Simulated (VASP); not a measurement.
# Pd (Fm-3m) in VASP: settings compared

The runs below take Pd through single point, with LDA, r2SCAN+D4, r2SCAN.

All numbers are computed with VASP 6.6.1; they aren't measurements. Logs are shortened: lines on timing, memory, paths and dates and some standing lists are left out, and cuts for length are marked.

## Step 1: The cell of the first run

Symmetry: Fm-3m, No. 225, cubic system. Conventional cell: a = 3.893 Å, b = 3.893 Å, c = 3.893 Å, α = 90.00°, β = 90.00°, γ = 90.00°. Pd (site symmetry m-3m) has 12 Pd at 2.75 Å within 3.6 Å.

## Step 2: Single point, LDA, non-collinear spin, zero start, spin-orbit coupling

File INCAR:

```
PREC = Accurate
ENCUT = 520
EDIFF = 1E-6
ISMEAR = -1
SIGMA = 0.05
LREAL = F
LASPH = T
NELM = 150
ALGO = Normal
ISIF = 2
LWAVE = F
LCHARG = T
LNONCOLLINEAR = T
MAGMOM = 0 0 0
LORBIT = 11
LSORBIT = T
GGA_COMPAT = F
LORBMOM = T
LMAXMIX = 4
GGA = CA
LVHAR = T
NBANDS = 21
```

File KPOINTS:

```
regular mesh
0
Gamma
  9 9 9
```

File POSCAR:

```
Pd
1.0
    0.0000000000      1.9465000000      1.9465000000
    1.9465000000      0.0000000000      1.9465000000
    1.9465000000      1.9465000000      0.0000000000
Pd
1
Direct
    0.0000000000      0.0000000000      0.0000000000
```

Potentials or basis: VASP PAW LDA potentials, release 64 (Pd).

On the command line:

```bash
$ cat potpaw_LDA.64/Pd/POTCAR > POTCAR
$ mpirun -np 1 vasp_ncl > vasp.out
```

OUTCAR:

```text
PREC = Accurate
   ENCUT = 520
   EDIFF = 1E-6
   ISMEAR = -1
   LREAL = F
   LASPH = T
   NELM = 150
   ISIF = 2
   LNONCOLLINEAR = T
   LORBIT = 11
   LSORBIT = T
   GGA = CA

 ion  position               nearest neighbor table
   1  0.000  0.000  0.000-

  LATTYP: Found a face centered cubic cell.
 ALAT       =     3.8930000000

  Lattice vectors:

 A1 = (   0.0000000000,   1.9465000000,   1.9465000000)
 A2 = (   1.9465000000,   0.0000000000,   1.9465000000)
 A3 = (   1.9465000000,   1.9465000000,   0.0000000000)

Analysis of symmetry for initial positions (statically):
[... 25 lines left out ...]
The dynamic configuration has the point symmetry O_h .

Analysis of structural, dynamic, and magnetic symmetry:
=====================================================================
 Subroutine PRICEL returns:
[... 7 lines left out ...]
 out of a pool of 48 trial point group operations.

The overall configuration has the point symmetry O_h .

 Subroutine INISYM returns: Found 48 space group operations
[... 5 lines left out ...]
                                     Primitive cell

  volume of cell :      14.7500

  direct lattice vectors                    reciprocal lattice vectors
     0.000000000  1.946500000  1.946500000    -0.256871307  0.256871307  0.256871307
     1.946500000  0.000000000  1.946500000     0.256871307 -0.256871307  0.256871307
     1.946500000  1.946500000  0.000000000     0.256871307  0.256871307 -0.256871307

  length of vectors
     2.752766699  2.752766699  2.752766699     0.444914156  0.444914156  0.444914156

  position of ions in fractional coordinates (direct lattice)
     0.000000000  0.000000000  0.000000000

  ion indices of the primitive-cell ions
   primitive index   ion index
                 1           1

----------------------------------------------------------------------------------------

 KPOINTS: regular mesh

Automatic generation of k-mesh.
 Grid dimensions read from file:
 generate k-points for:    9    9    9

 Generating k-lattice:

  Cartesian coordinates                     Fractional coordinates (reciprocal lattice)
    -0.028541256  0.028541256  0.028541256     0.111111111  0.000000000  0.000000000
     0.028541256 -0.028541256  0.028541256     0.000000000  0.111111111  0.000000000
     0.028541256  0.028541256 -0.028541256     0.000000000  0.000000000  0.111111111

  Length of vectors
     0.049434906  0.049434906  0.049434906

  Shift w.r.t. Gamma in fractional coordinates (k-lattice)
     0.000000000  0.000000000  0.000000000

 Subroutine IBZKPT returns following result:
 ===========================================

 Found     35 irreducible k-points:

 Following reciprocal coordinates:
            Coordinates               Weight
  0.000000  0.000000  0.000000      1.000000
  0.111111  0.000000  0.000000      8.000000
  0.222222  0.000000  0.000000      8.000000
  0.333333  0.000000  0.000000      8.000000
  0.444444  0.000000  0.000000      8.000000
  0.111111  0.111111  0.000000      6.000000
[... 16 lines left out ...]
 -0.333333  0.333333  0.000000     12.000000
  0.444444  0.444444  0.000000      6.000000
 [... further k-points ...]
   k-points           NKPTS =     35   k-points in BZ     NKDIM =     35   number of bands    NBANDS=     21
   number of dos      NEDOS =    301   number of ions     NIONS =      1
   total plane-waves  NPLWV =   8000
   dimension x,y,z NGX =    20 NGY =   20 NGZ =   20
   dimension x,y,z NGXF=    40 NGYF=   40 NGZF=   40
   ions per type =               1
   NGX,Y,Z   is equivalent  to a cutoff of  12.08, 12.08, 12.08 a.u.
   NGXF,Y,Z  is equivalent  to a cutoff of  24.16, 24.16, 24.16 a.u.
 SYSTEM =  unknown system
   PREC   = accura    normal or accurate (medium, high low for compatibility)
   ISTART =      0    job   : 0-new  1-cont  2-samecut
   ICHARG =      2    charge: 1-file 2-atom 10-const
   ISPIN  =      1    spin polarized calculation?
   LNONCOLLINEAR =      T non collinear calculations
   LSORBIT =      T    spin-orbit coupling
   LASPH  =      T    aspherical Exc in radial PAW
   ENCUT  =  520.0 eV  38.22 Ry    6.18 a.u.   5.12  5.12  5.12*2*pi/ulx,y,z
   NELM   =    150;   NELMIN=  2; NELMDL= -5     # of ELM steps
   EDIFF  = 0.1E-05   stopping-criterion for ELM
   LREAL  =      F    real-space projection
   EDIFFG = 0.1E-04   stopping-criterion for IOM
   NSW    =      0    number of steps for IOM
   IBRION =     -1    ionic relax: 0-MD 1-quasi-New 2-CG
   NFREE  =      0    steps in history (QN), initial steepest desc. (CG)
   ISIF   =      2    stress and relaxation
   ISYM   =      2    0-nonsym 1-usesym 2-fastsym
   POTIM  = 0.5000    time-step for ionic-motion
   TEBEG  =    0.0;   TEEND  =   0.0 temperature during run
   PSTRESS=    0.0 pullay stress
   NELECT =      10.0000    total number of electrons
   NUPDOWN=      -1.0000    fix difference up-down
   EMIN   =  10.00;   EMAX   =-10.00  energy-range for DOS
   EFERMI =   0.00;   METHOD = LEGACY
   ISMEAR =    -1;   SIGMA  =   0.05  broadening in eV -4-tet -1-fermi 0-gaus
   EFERMI_NEDOS =   21; number of points for ismear=-14 and -15
   IALGO  =     38    algorithm
   IMIX   =      4    mixing-type and parameters
     AMIX     =   0.40;   BMIX     =  1.00
     AMIX_MAG =   1.60;   BMIX_MAG =  1.00
  volume/ion in A,a.u.               =      14.75        99.54
  Fermi-wavevector in a.u.,A,eV,Ry     =   1.438171  2.717748 28.141404  2.068335
  Thomas-Fermi vector in A             =   2.557167
   LORBIT       =     11    0 simple, 1 ext, 2 COOP (PROOUT), +10 PAW based schemes
   GGA     = CA    functional components
   LHFCALC =     F    Hartree Fock is set to
   AEXX    =    0.0000 exact exchange contribution
   IVDW    =     0    specifies the selected vdW correction
   LEPSILON=     F    determine dielectric tensor
   LRPA    =     F    only Hartree local field effects (RPA)
  energy-cutoff  :      520.00
  volume of cell :       14.75
 maximum number of plane-waves:       822
   NGX = 11   NGY = 11   NGZ = 11

 number of electron      10.0000000 magnetization       0.0000000      0.0000000      0.0000000

 number of electron       9.9999999 magnetization      -0.0000000     -0.0000000     -0.0000000

 number of electron       9.9999999 magnetization      -0.0000000      0.0000000      0.0000000

 number of electron       9.9999999 magnetization       0.0000000     -0.0000000     -0.0000000

 Free energy of the ion-electron system (eV)
  ---------------------------------------------------
  ext. energy  EPLUGINS =         0.00000000
  ---------------------------------------------------
  free energy    TOTEN  =        -6.53779494 eV

  energy without entropy =       -6.51977720  energy(sigma->0) =       -6.52878607

 E-fermi :   9.5643     XC(G=0): -13.5206

 val. band max:        9.5434285127   @ k =   0.4444   0.1111   0.0000
 cond. band min:       9.5789552831   @ k =   0.4444   0.0000   0.0000
 fundamental gap:      0.0355267704
 Fermi energy:         9.5642968083

 k-point     1 :       0.0000    0.0000    0.0000
  band No.  band energies     occupation
      1       2.3556      1.00000
      2       2.3556      1.00000
      3       6.5733      1.00000
      4       6.5733      1.00000
      5       6.5733      1.00000
      6       6.5733      1.00000
[... 13 lines left out ...]
     20      31.5200      0.00000
     21      35.2985      0.00000

 k-point     2 :       0.1111    0.0000    0.0000
  band No.  band energies     occupation
      1       2.7931      1.00000
      2       2.7931      1.00000
      3       6.4986      1.00000
      4       6.4986      1.00000
      5       6.6877      1.00000
      6       6.6877      1.00000
[... 13 lines left out ...]
     20      32.0173      0.00000
     21      35.3462      0.00000
[... 487 lines left out ...]
      5       6.8677      1.00000
      6       6.8677      1.00000
[... 13 lines left out ...]
     20      29.3806      0.00000
     21      35.3603      0.00000

 k-point    24 :       0.4444    0.4444    0.0000
  band No.  band energies     occupation
      1       4.2170      1.00000
      2       4.2170      1.00000
      3       4.4725      1.00000
      4       4.4725      1.00000
      5       9.4350      0.92997
      6       9.4350      0.92997
[... 13 lines left out ...]
     20      31.0503      0.00000
     21      31.1759      0.00000

 [... further k-points ...]
[... 5 lines left out ...]
  --------------------------------------------------------------------------------------
  -------------------------------------------------------------------------------------
  Total       -0.7718789     -0.7718789     -0.7718789      0.0000000      0.0000000      0.0000000
  in kB      -83.8429412    -83.8429412    -83.8429412      0.0000000      0.0000000      0.0000000
  external PRESSURE =     -83.8429412 kB  Pullay stress =       0.0000000 kB

 VOLUME and BASIS-vectors are now :
 -----------------------------------------------------------------------------
  energy-cutoff  :      520.00
  volume of cell :       14.75
      direct lattice vectors                 reciprocal lattice vectors
     0.000000000  1.946500000  1.946500000    -0.256871307  0.256871307  0.256871307
     1.946500000  0.000000000  1.946500000     0.256871307 -0.256871307  0.256871307
     1.946500000  1.946500000  0.000000000     0.256871307  0.256871307 -0.256871307

 POSITION                                       TOTAL-FORCE (eV/Angst)
 -----------------------------------------------------------------------------------
      0.00000      0.00000      0.00000        -0.000000     -0.000000     -0.000000
 -----------------------------------------------------------------------------------
    total drift:                                0.000000      0.000000      0.000000

  FREE ENERGIE OF THE ION-ELECTRON SYSTEM (eV)
  ---------------------------------------------------
  free  energy   TOTEN  =        -6.5377949444 eV

  energy  without entropy=       -6.5197771969  energy(sigma->0) =       -6.52878607

 orbital moment (x)

 # of ion     p       d       tot
 ----------------------------------------
  1         0.000  -0.000  -0.000
 ----------------------------------------
            0.000  -0.000  -0.000

 orbital moment (y)

 # of ion     p       d       tot
 ----------------------------------------
  1         0.000   0.000   0.000
 ----------------------------------------
            0.000   0.000   0.000

 orbital moment (z)

 # of ion     p       d       tot
 ----------------------------------------
  1         0.000  -0.000  -0.000
 ----------------------------------------
            0.000  -0.000  -0.000

 Spin-Orbit-Coupling matrix elements

 Ion:    1  E_soc:     -0.0848382
 l=   1
     0.0000000    -0.0025946    -0.0025946
    -0.0025946     0.0000000    -0.0025946
    -0.0025946    -0.0025946     0.0000000
 l=   2
     0.0000000    -0.0022618     0.0000000    -0.0022618    -0.0092833
    -0.0022618     0.0000000    -0.0069625    -0.0022618    -0.0023208
     0.0000000    -0.0069625     0.0000000    -0.0069625     0.0000000
    -0.0022618    -0.0022618    -0.0069625     0.0000000    -0.0023208
    -0.0092833    -0.0023208     0.0000000    -0.0023208     0.0000000
 l=   3
     0.0000000     0.0000000     0.0000000     0.0000000     0.0000000     0.0000000     0.0000000
     0.0000000     0.0000000     0.0000000     0.0000000     0.0000000     0.0000000     0.0000000
     0.0000000     0.0000000     0.0000000     0.0000000     0.0000000     0.0000000     0.0000000
     0.0000000     0.0000000     0.0000000     0.0000000     0.0000000     0.0000000     0.0000000
     0.0000000     0.0000000     0.0000000     0.0000000     0.0000000     0.0000000     0.0000000
     0.0000000     0.0000000     0.0000000     0.0000000     0.0000000     0.0000000     0.0000000
     0.0000000     0.0000000     0.0000000     0.0000000     0.0000000     0.0000000     0.0000000

 total charge

# of ion       s       p       d       tot
------------------------------------------
    1        0.499   0.488   8.447   9.434

 magnetization (x)

# of ion       s       p       d       tot
------------------------------------------
    1       -0.000  -0.000   0.000   0.000

 magnetization (y)

# of ion       s       p       d       tot
------------------------------------------
    1       -0.000  -0.000  -0.000  -0.000

 magnetization (z)

# of ion       s       p       d       tot
------------------------------------------
    1        0.000   0.000  -0.000  -0.000
```

It took 33 s on 1 thread of Intel Xeon 8259CL, shared host; peak memory 0.15 GiB.

Results:

```
Free energy                                           : -6.5378 eV
Pressure                                              : -8.4 GPa
Net moment                                            : 0.00 μB per cell
Valence electrons inside the program's atomic spheres : Pd 9.43
```

Moments on the atoms (μB; x, y, z):
```
Pd  0.00 0.00 0.00
```

## Step 3: Single point, r2SCAN+D4

This run uses another cell than the first one, of 14.16 Å³/atom, 0.960 times its volume.

File POSCAR:

```
Pd
1.0
    0.0000000000      1.9201927211      1.9201927211
    1.9201927211      0.0000000000      1.9201927211
    1.9201927211      1.9201927211      0.0000000000
Pd
1
Direct
    0.0000000000      0.0000000000      0.0000000000
```

File INCAR.step1:

```
SYSTEM = Pd
ALGO = Normal ; EDIFF = 1E-4
ENCUT = 520 ; GGA = PE
ISMEAR = -1 ; LASPH = .True.
LCHARG = .False. ; LREAL = .False.
LWAVE = .True. ; NBANDS = 11
NELM = 60 ; PREC = Accurate
SIGMA = 0.05
```

File INCAR.step2:

```
SYSTEM = Pd
ALGO = Normal ; EDIFF = 1E-7
ENCUT = 520 ; ISIF = 2
ISMEAR = -1 ; ISTART = 1
IVDW = 13 ; LASPH = .True.
LCHARG = .False. ; LMIXTAU = .True.
LREAL = .False. ; LWAVE = .False.
METAGGA = R2SCAN ; NBANDS = 11
NELM = 60 ; PREC = Accurate
SIGMA = 0.05 ; VDW_A1 = 0.51559235
VDW_A2 = 5.77342911 ; VDW_S6 = 1.0
VDW_S8 = 0.6018749
```

File KPOINTS:

```
k-points
0
Gamma
  12 12 12
  0 0 0
```

Potentials or basis: VASP PAW PBE potentials, release 64 (Pd).

On the command line:

```bash
$ cat potpaw_PBE.64/Pd/POTCAR > POTCAR
$ cp INCAR.step1 INCAR
$ mpirun -np 1 vasp_std > vasp.out
$ cp INCAR.step2 INCAR
$ mpirun -np 1 vasp_std > vasp.out
```

It took 47 s on 1 thread of AMD EPYC 9R45 (Zen 5), shared host; peak memory 0.1 GiB.

It converged, with:

* Free energy: -23.1047 eV
* Pressure: 10.3 GPa
* Band gap on the k mesh: zero (band 5 reaches 10.64 eV, above the bottom of band 6 at 8.84 eV)
* Dispersion energy per atom: -0.175 eV

Levels at points of the mesh, in eV from the Fermi level:
| k point | band 2 | band 3 | band 4 | band 5 | band 6 | band 7 | band 8 | band 9 |
| --- | --- | --- | --- | --- | --- | --- | --- | --- |
| (0.00, 0.00, 0.00) | -3.10 | -3.10 | -3.10 | -1.37 | -1.37 | 18.07 | 22.31 | 23.31 |
| (0.50, 0.00, 0.00) | -3.18 | -3.18 | -0.01 | -0.01 | 1.22 | 8.08 | 17.48 | 22.32 |
| (0.50, 0.50, 0.00) | -5.60 | -0.08 | 0.36 | 0.36 | 3.68 | 11.79 | 14.20 | 14.20 |

Caveat: the PAW data sets were made with another functional, which shifts forces and pressure a little; pairwise dispersion overbinds metals, which lowers pressure and volume.

## Step 4: Single point, r2SCAN+D4

This run uses another cell than the first one, of 14.46 Å³/atom, 0.980 times its volume.

File POSCAR:

```
Pd
1.0
    0.0000000000      1.9334358480      1.9334358480
    1.9334358480      0.0000000000      1.9334358480
    1.9334358480      1.9334358480      0.0000000000
Pd
1
Direct
    0.0000000000      0.0000000000      0.0000000000
```

File INCAR.step1:

```
SYSTEM = Pd
PREC     = Accurate       ! precision mode
ENCUT    = 520            ! plane-wave cutoff, eV
ISMEAR   = -1             ! smearing method
SIGMA    = 0.05           ! smearing width, eV
LREAL    = .False.        ! projectors in reciprocal space
LASPH    = .True.         ! aspherical terms in the spheres
NELM     = 100            ! most SCF steps
NBANDS   = 11             ! bands
GGA      = PE             ! functional
ALGO     = Normal         ! electronic algorithm
EDIFF    = 1E-4           ! SCF threshold, eV
LWAVE    = .True.         ! write WAVECAR
LCHARG   = .False.        ! write CHGCAR
```

File INCAR.step2:

```
SYSTEM = Pd
PREC     = Accurate       ! precision mode
ENCUT    = 520            ! plane-wave cutoff, eV
EDIFF    = 1E-6           ! SCF threshold, eV
ISMEAR   = -1             ! smearing method
SIGMA    = 0.05           ! smearing width, eV
LREAL    = .False.        ! projectors in reciprocal space
LASPH    = .True.         ! aspherical terms in the spheres
NELM     = 100            ! most SCF steps
ALGO     = Normal         ! electronic algorithm
ISIF     = 2              ! what is computed and relaxed
LWAVE    = .False.        ! write WAVECAR
LCHARG   = .True.         ! write CHGCAR
METAGGA  = R2SCAN         ! meta-GGA
LMIXTAU  = .True.       
IVDW     = 13             ! dispersion correction
VDW_S6   = 1.0          
VDW_S8   = 0.6018749    
VDW_A1   = 0.51559235   
VDW_A2   = 5.77342911   
LELF     = .True.         ! ELF
LVHAR    = .True.       
NBANDS   = 11             ! bands
ISTART   = 1
```

File KPOINTS:

```
Automatic mesh
0
Gamma
  12 12 12
  0 0 0
```

On the command line:

```bash
$ cat potpaw_PBE.64/Pd/POTCAR > POTCAR
$ cp INCAR.step1 INCAR
$ mpirun -np 1 vasp_std > vasp.out
$ cp INCAR.step2 INCAR
$ mpirun -np 1 vasp_std > vasp.out
```

Run time: 39 s. Hardware: 1 thread of AMD EPYC 9R45 (Zen 5), shared host; peak memory 0.1 GiB.

Results (log left out):

- Free energy: -23.1193 eV
- Pressure: 5.5 GPa
- Band gap on the k mesh: zero (band 5 reaches 10.27 eV, above the bottom of band 6 at 8.53 eV)
- Dispersion energy per atom: -0.172 eV

Levels at points of the mesh, in eV from the Fermi level:
```
           k point  band 3  band 4  band 5  band 6  band 7  band 8
(0.00, 0.00, 0.00)   -3.00   -3.00   -1.33   -1.33   18.06   22.38
(0.50, 0.00, 0.00)   -3.07   -0.02   -0.02    1.27    7.91   17.47
(0.50, 0.50, 0.00)   -0.08    0.34    0.34    3.68   11.56   14.08
```

Caveat: the PAW data sets were made with another functional, which shifts forces and pressure a little; pairwise dispersion overbinds metals, which lowers pressure and volume.

[end of part 1 of 2]
